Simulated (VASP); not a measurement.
# Mn2AlS2 (Cmmm) in VASP: single point with r2SCAN

Aim: the single point of Mn2AlS2 with r2SCAN.

All numbers are computed with VASP 6.6.1; they aren't measurements. Logs are shortened: lines on timing, memory, paths and dates and some standing lists are left out, and cuts for length are marked.

### 1 The cell of the first run

It takes space group Cmmm (No. 65, orthorhombic). Conventional cell: a = 3.392 Å, b = 12.831 Å, c = 3.363 Å, α = 90.00°, β = 90.00°, γ = 90.00°. Within 3.3 Å of Mn (site symmetry m2m) lie 6 S at 2.51 to 2.54 Å and 4 Al at 3.03 Å and 2 Mn at 3.19 Å. Al (site symmetry mmm) has 2 S at 2.65 Å and 8 Mn at 3.03 Å and 4 Al at 3.36 to 3.39 Å within 3.5 Å. Within 2.7 Å of S (site symmetry m2m) lie 2 S at 2.03 Å and 6 Mn at 2.51 to 2.54 Å and 1 Al at 2.65 Å.

### 2 Single point, r2SCAN

Contents of POSCAR:

```
Mn2AlS2
1.0
    3.3920000000      0.0000000000      0.0000000000
    1.6960000000     -6.4154480000      0.0000000000
    0.0000000000      0.0000000000     -3.3631710000
Mn Al S
2 1 2
Direct
    0.1449100000      0.7101800000      0.0000000000
    0.8550900000      0.2898200000      0.0000000000
    0.5000000000      0.0000000000      0.5000000000
    0.2937000000      0.4126000000      0.5000000000
    0.7063000000      0.5874000000      0.5000000000
```

Contents of INCAR.step1:

```
SYSTEM = Mn2AlS2
  PREC = Accurate
  ENCUT = 550
  ISMEAR = -1
  SIGMA = 0.1
  LREAL = .FALSE.
  LASPH = .TRUE.
  NELM = 120
  NBANDS = 28
  GGA = PE
  ALGO = Normal
  EDIFF = 1E-5
  LWAVE = .TRUE.
  LCHARG = .FALSE.
  GGA_COMPAT = .FALSE.
```

Contents of INCAR.step2:

```
SYSTEM = Mn2AlS2
  PREC = Accurate
  ENCUT = 550
  EDIFF = 1E-6
  ISMEAR = -1
  SIGMA = 0.1
  LREAL = .FALSE.
  LASPH = .TRUE.
  NELM = 120
  ALGO = Normal
  ISIF = 2
  LWAVE = .FALSE.
  LCHARG = .FALSE.
  METAGGA = R2SCAN
  LMIXTAU = .TRUE.
  NBANDS = 28
  ISTART = 1
  GGA_COMPAT = .FALSE.
```

Contents of KPOINTS:

```
Automatic mesh
0
G
  8 8 8
  0 0 0
```

Potentials or basis: VASP PAW PBE potentials, release 64 (Mn_pv, Al, S).

On the command line:

```sh
$ cat potpaw_PBE.64/Mn_pv/POTCAR potpaw_PBE.64/Al/POTCAR potpaw_PBE.64/S/POTCAR > POTCAR
$ cp INCAR.step1 INCAR
$ mpirun -np 1 vasp_std > vasp.out
$ cp INCAR.step2 INCAR
$ mpirun -np 1 vasp_std > vasp.out
```

OUTCAR:

```text
SYSTEM = Mn2AlS2
   PREC = Accurate
   ENCUT = 550
   EDIFF = 1E-6
   ISMEAR = -1
   LREAL = .FALSE.
   LASPH = .TRUE.
   NELM = 120
   ISIF = 2
   METAGGA = R2SCAN
   ISTART = 1

 ion  position               nearest neighbor table
   1  0.145  0.710  0.000-   5 2.51   5 2.51   5 2.51   5 2.51   4 2.54   4 2.54   3 3.03   3 3.03
                             3 3.03   3 3.03
   2  0.855  0.290  0.000-   4 2.51   4 2.51   4 2.51   4 2.51   5 2.54   5 2.54   3 3.03   3 3.03
                             3 3.03   3 3.03
   3  0.500  0.000  0.500-   4 2.65   5 2.65   1 3.03   2 3.03   1 3.03   2 3.03   1 3.03   1 3.03
                             2 3.03   2 3.03
   4  0.294  0.413  0.500-   5 2.03   5 2.03   2 2.51   2 2.51   2 2.51   2 2.51   1 2.54   1 2.54
                             3 2.65
   5  0.706  0.587  0.500-   4 2.03   4 2.03   1 2.51   1 2.51   1 2.51   1 2.51   2 2.54   2 2.54
                             3 2.65

  LATTYP: Found a base centered orthorhombic cell.
 ALAT       =     3.3920000000
 B/A-ratio  =     3.7826933962
 C/A-ratio  =     0.9915008844

  Lattice vectors:

 A1 = (   1.6960000000,   6.4154480000,   0.0000000000)
 A2 = (   1.6960000000,  -6.4154480000,   0.0000000000)
 A3 = (   0.0000000000,   0.0000000000,  -3.3631710000)

Analysis of symmetry for initial positions (statically):
=====================================================================
 Subroutine PRICEL returns:
 Original cell was already a primitive cell.

 Routine SETGRP: Setting up the symmetry group for a
 base centered orthorhombic supercell.

 Subroutine GETGRP returns: Found  8 space group operations
 (whereof  8 operations were pure point group operations)
 out of a pool of  8 trial point group operations.

The static configuration has the point symmetry D_2h.

Analysis of symmetry for dynamics (positions and initial velocities):
=====================================================================
 Subroutine PRICEL returns:
 Original cell was already a primitive cell.

 Routine SETGRP: Setting up the symmetry group for a
 base centered orthorhombic supercell.

 Subroutine GETGRP returns: Found  8 space group operations
 (whereof  8 operations were pure point group operations)
 out of a pool of  8 trial point group operations.

The dynamic configuration has the point symmetry D_2h.

 Subroutine INISYM returns: Found  8 space group operations
[... 96 lines left out ...]
   ICHARG =      0    charge: 1-file 2-atom 10-const
   ISPIN  =      1    spin polarized calculation?
   LNONCOLLINEAR =      F non collinear calculations
   LSORBIT =      F    spin-orbit coupling
   LASPH  =      T    aspherical Exc in radial PAW
   ENCUT  =  550.0 eV  40.42 Ry    6.36 a.u.   6.49 12.69  6.43*2*pi/ulx,y,z
   NELM   =    120;   NELMIN=  2; NELMDL=  0     # of ELM steps
   EDIFF  = 0.1E-05   stopping-criterion for ELM
   LREAL  =      F    real-space projection
   EDIFFG = 0.1E-04   stopping-criterion for IOM
   NSW    =      0    number of steps for IOM
   IBRION =     -1    ionic relax: 0-MD 1-quasi-New 2-CG
   NFREE  =      0    steps in history (QN), initial steepest desc. (CG)
   ISIF   =      2    stress and relaxation
   ISYM   =      2    0-nonsym 1-usesym 2-fastsym
   POTIM  = 0.5000    time-step for ionic-motion
   TEBEG  =    0.0;   TEEND  =   0.0 temperature during run
   PSTRESS=    0.0 pullay stress
   NELECT =      41.0000    total number of electrons
   NUPDOWN=      -1.0000    fix difference up-down
   EMIN   =  10.00;   EMAX   =-10.00  energy-range for DOS
   EFERMI =   0.00;   METHOD = LEGACY
   ISMEAR =    -1;   SIGMA  =   0.10  broadening in eV -4-tet -1-fermi 0-gaus
   EFERMI_NEDOS =   21; number of points for ismear=-14 and -15
   IALGO  =     38    algorithm
   IMIX   =      4    mixing-type and parameters
     AMIX     =   0.40;   BMIX     =  1.00
     AMIX_MAG =   1.60;   BMIX_MAG =  1.00
  volume/ion in A,a.u.               =      14.64        98.78
  Fermi-wavevector in a.u.,A,eV,Ry     =   1.349560  2.550299 24.780456  1.821312
  Thomas-Fermi vector in A             =   2.477137
   LORBIT       =      0    0 simple, 1 ext, 2 COOP (PROOUT), +10 PAW based schemes
   METAGGA = R2SCAN    functional components
   LHFCALC =     F    Hartree Fock is set to
   AEXX    =    0.0000 exact exchange contribution
   IVDW    =     0    specifies the selected vdW correction
   LEPSILON=     F    determine dielectric tensor
   LRPA    =     F    only Hartree local field effects (RPA)
 non-spin polarized calculation
  energy-cutoff  :      550.00
  volume of cell :       73.19
 maximum number of plane-waves:      2170
 NGX is ok and might be reduce to    28
   NGX = 13   NGY = 25   NGZ = 13

 number of electron      40.9999998 magnetization

 Free energy of the ion-electron system (eV)
  ---------------------------------------------------
  ext. energy  EPLUGINS =         0.00000000
  ---------------------------------------------------
  free energy    TOTEN  =       -45.16769845 eV

  energy without entropy =      -44.83162160  energy(sigma->0) =      -44.99966002

 E-fermi :   8.9547     XC(G=0): -12.2629

 val. band max:        8.9527452001   @ k =   0.5000   0.1250   0.2500
 cond. band min:       8.9554821301   @ k =  -0.1250   0.3750   0.5000
 fundamental gap:      0.0027369301
 Fermi energy:         8.9546893431

 k-point     1 :       0.0000    0.0000    0.0000
  band No.  band energies     occupation
      1     -40.6298      2.00000
      2     -40.6257      2.00000
      3     -40.5827      2.00000
      4     -40.5753      2.00000
      5     -40.5285      2.00000
      6     -40.5018      2.00000
[... 733 lines left out ...]
     27      12.2509      0.00000
     28      12.9042      0.00000

 [... further k-points ...]
[... 5 lines left out ...]
  --------------------------------------------------------------------------------------
  -------------------------------------------------------------------------------------
  Total        6.7350727      0.3114524    -10.8240998      0.0000000      0.0000000      0.0000000
  in kB      147.4419572      6.8182125   -236.9575694      0.0000000      0.0000000      0.0000000
  external PRESSURE =     -27.5657999 kB  Pullay stress =       0.0000000 kB

 VOLUME and BASIS-vectors are now :
 -----------------------------------------------------------------------------
  energy-cutoff  :      550.00
  volume of cell :       73.19
      direct lattice vectors                 reciprocal lattice vectors
     3.392000000  0.000000000  0.000000000     0.294811321  0.077936880  0.000000000
     1.696000000 -6.415448000  0.000000000     0.000000000 -0.155873760  0.000000000
     0.000000000  0.000000000 -3.363171000     0.000000000  0.000000000 -0.297338434

 POSITION                                       TOTAL-FORCE (eV/Angst)
 -----------------------------------------------------------------------------------
      1.69600     -4.55612      0.00000        -0.000000     -0.424754     -0.000000
      3.39200     -1.85933      0.00000         0.000000      0.424754      0.000000
      1.69600      0.00000     -1.68159         0.000000      0.000000      0.000000
      1.69600     -2.64701     -1.68159         0.000000      5.792194      0.000000
      3.39200     -3.76843     -1.68159         0.000000     -5.792194      0.000000
 -----------------------------------------------------------------------------------
    total drift:                                0.000000     -0.000000      0.000000

  FREE ENERGIE OF THE ION-ELECTRON SYSTEM (eV)
  ---------------------------------------------------
  free  energy   TOTEN  =       -45.1676984474 eV

  energy  without entropy=      -44.8316215951  energy(sigma->0) =      -44.99966002
```

It took 25 min on 1 thread of Intel Xeon 8259CL, shared host; peak memory 0.36 GiB.

Results:

```
Free energy   : -45.1677 eV
Pressure      : -2.8 GPa
Largest force : 5.792 eV/Å
```

Forces on the atoms (eV/Å):
```
Mn   0.000 -0.425  0.000
Mn   0.000  0.425  0.000
Al   0.000  0.000  0.000
S    0.000  5.792  0.000
S    0.000 -5.792  0.000
```

Stress tensor (GPa, compression positive):
```
 14.74   0.00   0.00
  0.00   0.68   0.00
  0.00   0.00 -23.70
```

Caveat: the PAW data sets were made with another functional, which shifts forces and pressure a little; the run has no spin polarisation, though such a crystal can be magnetic.
